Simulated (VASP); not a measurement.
# SiO2 (Pnnm) in VASP: notebook, part 2 of 2

VASP 6.6.1. Earlier steps stand in the parts before.

## (3) Single point, PBE (atoms displaced along a vibrational mode, the cell strained)

Contents of INCAR:

```
PREC     = Accurate       # precision mode
ENCUT    = 520            # plane-wave cutoff, eV
EDIFF    = 1E-6           # SCF threshold, eV
ISMEAR   = 0              # smearing method
SIGMA    = 0.05           # smearing width, eV
LREAL    = False          # projectors in reciprocal space
LASPH    = True           # aspherical terms in the spheres
NELM     = 60             # most SCF steps
ALGO     = Normal         # electronic algorithm
ISIF     = 2              # what is computed and relaxed
LWAVE    = False          # write WAVECAR
LCHARG   = True           # write CHGCAR
GGA      = PE             # functional
LELF     = True           # ELF
LVHAR    = True         
NBANDS   = 25             # bands
```

Contents of KPOINTS:

```
regular mesh
0
Gamma
  6 6 8
```

Contents of POSCAR:

```
SiO2
1.0
    4.2358788266      0.0000000000      0.0000000000
    0.0000000000      4.0380632854      0.0000000000
    0.0000000000      0.0000000000      2.6897743046
Si O
2 4
Direct
    0.5000000000      0.5000000000      0.5000000000
    0.0000000000      0.0000000000      0.0000000000
    0.6464385634      0.7395870220      0.0000000000
    0.1464385634      0.7604129780      0.5000000000
    0.3535614366      0.2604129780      0.0000000000
    0.8535614366      0.2395870220      0.5000000000
```

Potentials or basis: VASP PAW PBE potentials, release 64 (Si, O).

The run is started by

```
> cat potpaw_PBE.64/Si/POTCAR potpaw_PBE.64/O/POTCAR > POTCAR
> mpirun -np 1 vasp_std > vasp.out
```

OUTCAR:

```text
PREC = Accurate
   ENCUT = 520
   EDIFF = 1E-6
   ISMEAR = 0
   LREAL = False
   LASPH = True
   NELM = 60
   ISIF = 2
   GGA = PE

 ion  position               nearest neighbor table
   1  0.500  0.500  0.500-   3 1.77   5 1.77   3 1.77   5 1.77   4 1.83   6 1.83
   2  0.000  0.000  0.000-   4 1.77   6 1.77   4 1.77   6 1.77   5 1.83   3 1.83
   3  0.646  0.740  0.000-   1 1.77   1 1.77   2 1.83
   4  0.146  0.760  0.500-   2 1.77   2 1.77   1 1.83
   5  0.354  0.260  0.000-   1 1.77   1 1.77   2 1.83
   6  0.854  0.240  0.500-   2 1.77   2 1.77   1 1.83

  LATTYP: Found a simple orthorhombic cell.
 ALAT       =     2.6897743046
 B/A-ratio  =     1.5012647264
 C/A-ratio  =     1.5748082727

  Lattice vectors:

 A1 = (   0.0000000000,   0.0000000000,  -2.6897743046)
 A2 = (   0.0000000000,   4.0380632854,   0.0000000000)
 A3 = (   4.2358788266,   0.0000000000,   0.0000000000)

Analysis of symmetry for initial positions (statically):
=====================================================================
 Subroutine PRICEL returns:
 Original cell was already a primitive cell.
[... 184 lines left out ...]
 cond. band min:      13.8419590556   @ k =   0.0000   0.0000   0.0000
 fundamental gap:      5.8994072509
 Fermi energy:         8.1773931109

 k-point     1 :       0.0000    0.0000    0.0000
  band No.  band energies     occupation
      1     -14.0646      2.00000
      2     -10.3944      2.00000
      3     -10.2818      2.00000
      4     -10.0988      2.00000
      5      -2.1194      2.00000
      6       1.2277      2.00000
[... 661 lines left out ...]
     24      21.0016      0.00000
     25      23.2656      0.00000

 [... further k-points ...]

------------------------ aborting loop because EDIFF is reached ----------------------------------------

  FORCE on cell =-STRESS in cart. coord.  units (eV):
  Direction    XX          YY          ZZ          XY          YZ          ZX
  --------------------------------------------------------------------------------------
  -------------------------------------------------------------------------------------
  Total        3.9114886      3.8239576      0.3576422     -0.0000000      0.0000000      0.0000000
  in kB      136.2135031    133.1653257     12.4545149     -0.0000000      0.0000000      0.0000000
  external PRESSURE =      93.9444479 kB  Pullay stress =       0.0000000 kB

 VOLUME and BASIS-vectors are now :
 -----------------------------------------------------------------------------
  energy-cutoff  :      520.00
  volume of cell :       46.01
      direct lattice vectors                 reciprocal lattice vectors
     4.235878827  0.000000000  0.000000000     0.236078519  0.000000000  0.000000000
     0.000000000  4.038063285  0.000000000     0.000000000  0.247643469  0.000000000
     0.000000000  0.000000000  2.689774305     0.000000000  0.000000000  0.371778405

 POSITION                                       TOTAL-FORCE (eV/Angst)
 -----------------------------------------------------------------------------------
      2.11794      2.01903      1.34489         0.000000      0.000000      0.000000
      0.00000      0.00000      0.00000         0.000000      0.000000      0.000000
      2.73824      2.98650      0.00000         1.034881     -0.637932     -0.000000
      0.62030      3.07060      1.34489         1.034881      0.637932      0.000000
      1.49764      1.05156      0.00000        -1.034881      0.637932      0.000000
      3.61558      0.96747      1.34489        -1.034881     -0.637932     -0.000000
 -----------------------------------------------------------------------------------
    total drift:                                0.000000      0.000000      0.000000

  FREE ENERGIE OF THE ION-ELECTRON SYSTEM (eV)
  ---------------------------------------------------
  free  energy   TOTEN  =       -45.7433560580 eV

  energy  without entropy=      -45.7433560580  energy(sigma->0) =      -45.74335606
```

OSZICAR:

```text
N       E                     dE             d eps       ncg     rms          rms(c)
DAV:   1     0.133175661474E+03    0.13318E+03   -0.17621E+04  4048   0.123E+03
DAV:   2    -0.436663157425E+02   -0.17684E+03   -0.16972E+03  5084   0.278E+02
DAV:   3    -0.503303641760E+02   -0.66640E+01   -0.66349E+01  5366   0.512E+01
DAV:   4    -0.503707096457E+02   -0.40345E-01   -0.40333E-01  4608   0.463E+00
DAV:   5    -0.503710185832E+02   -0.30894E-03   -0.30886E-03  5370   0.383E-01    0.172E+01
DAV:   6    -0.456876996245E+02    0.46833E+01   -0.12985E+01  5085   0.244E+01    0.789E+00
DAV:   7    -0.457243066550E+02   -0.36607E-01   -0.71379E-01  4929   0.503E+00    0.290E+00
DAV:   8    -0.457366093594E+02   -0.12303E-01   -0.24390E-02  4941   0.136E+00    0.110E+00
DAV:   9    -0.457431411114E+02   -0.65318E-02   -0.95402E-03  5179   0.825E-01    0.253E-01
DAV:  10    -0.457433641941E+02   -0.22308E-03   -0.50529E-04  4931   0.159E-01    0.490E-02
DAV:  11    -0.457433542686E+02    0.99254E-05   -0.72301E-05  5068   0.629E-02    0.941E-03
DAV:  12    -0.457433558443E+02   -0.15757E-05   -0.57318E-06  4925   0.172E-02    0.363E-03
DAV:  13    -0.457433560580E+02   -0.21370E-06   -0.85852E-07  3737   0.666E-03
   1 F= -.45743356E+02 E0= -.45743356E+02  d E =-.259166E-13
```

stdout:

```text
POSCAR found type information on POSCAR SiO
 POSCAR found :  2 types and       6 ions
 scaLAPACK will be used
 LDA part: xc-table for (Slater+PW92), standard interpolation
 POSCAR, INCAR and KPOINTS ok, starting setup
 FFT: planning ... GRIDC
 FFT: planning ... GRID_SOFT
 FFT: planning ... GRID
 WAVECAR not read
 entering main loop
```

It took 25 s on 1 thread of Intel Xeon Platinum 8559C (Emerald Rapids), shared host; peak memory 0.19 GiB.

Results:

```yaml
Free_energy: -45.7434 eV
Pressure: 9.4 GPa
Largest_force: 1.216 eV/Å
Band_gap_on_the_k_mesh: 5.90 eV
```

Forces on the atoms (eV/Å):
```
Si   0.000  0.000  0.000
Si   0.000  0.000  0.000
O    1.035 -0.638  0.000
O    1.035  0.638  0.000
O   -1.035  0.638  0.000
O   -1.035 -0.638  0.000
```

Caveat: the cell differs from its parent crystal (atoms displaced along a vibrational mode, the cell strained); the stress differs along the axes, from 1 to 14 GPa; forces of over 1 eV/Å act on the atoms, so gaps and moduli don't describe the material at rest. A k mesh can miss the band edges.
